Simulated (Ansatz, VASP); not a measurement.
# Two plane-wave programs on MgS

The input INCAR:

```
SYSTEM = MgS
PREC     = Accurate       ! precision mode
ENCUT    = 520            ! plane-wave cutoff, eV
EDIFF    = 1E-6           ! SCF threshold, eV
ISMEAR   = -1             ! smearing method
SIGMA    = 0.02           ! smearing width, eV
LREAL    = .False.        ! projectors in reciprocal space
LASPH    = .True.         ! aspherical terms in the spheres
NELM     = 60             ! most SCF steps
ALGO     = Normal         ! electronic algorithm
ISIF     = 2              ! what is computed and relaxed
LWAVE    = .False.        ! write WAVECAR
LCHARG   = .False.        ! write CHGCAR
GGA      = PE             ! functional
NBANDS   = 11             ! bands
```

KPOINTS

```
regular mesh
0
Gamma
  8 8 8
  0 0 0
```

Contents of POSCAR:

```
MgS
1.0
    0.0000000000      2.8552202894      2.8552202894
    2.8552202894      0.0000000000      2.8552202894
    2.8552202894      2.8552202894      0.0000000000
Mg S
1 1
Direct
    0.0000000000      0.0000000000      0.0000000000
    0.7500000000      0.7500000000      0.7500000000
```

Input for Ansatz:

```yaml
crystal:
  lattice:
    - [0.0, 2.8552202894, 2.8552202894]
    - [2.8552202894, 0.0, 2.8552202894]
    - [2.8552202894, 2.8552202894, 0.0]
  atoms:
    - { symbol: Mg, position: [0.0, 0.0, 0.0] }
    - { symbol: S, position: [0.75, 0.75, 0.75] }
kpoints:
  mp_grid: { grid: [8, 8, 8] }
  band_path:
    path:
      - [0.0, 0.0, 0.0]
      - [-0.5, -0.5, 0.0]
      - [-0.375, -0.375, 0.25]
      - [-0.375, 0.0, 0.375]
      - [0.0, 0.0, 0.5]
      - [-0.5, -0.25, 0.25]
    npoints: 1
hamiltonian:
  xc: pbe
scf:
  occupations: { method: fermi_dirac, width: 0.02 }
  n_extra_bands: 4
output:
  forces: true
  stress: true
  eigenvalues: true
```

Change from the starting cell: hydrostatic strain +0.9%.

Alike in both runs: task single point; functional PBE; k mesh 8 × 8 × 8; occupations fermi-dirac, width 0.02 eV; no spin polarisation.

|  | VASP | Ansatz |
| --- | --- | --- |
| version | VASP 6.6.1 | Ansatz 0.2.0 |
| potentials or method | VASP PAW PBE potentials, release 64 (Mg, S) | plane waves, PAW |
| plane-wave cutoff (eV) | 520 | 420 |
| valence electrons in the cell | 8 | 16 |

VASP gave:

```
gap on the k mesh at the Fermi level (eV) : 3.33
pressure (GPa)                            : -0.5
```

**Question.** What did Ansatz give for the same quantities?

**Answer.** gap on the k mesh at the Fermi level (eV): 3.34; pressure (GPa): -0.4.

VASP's potentials hold 8 valence electrons a cell and Ansatz's 16, so a difference there can come from the potentials and not from the codes.
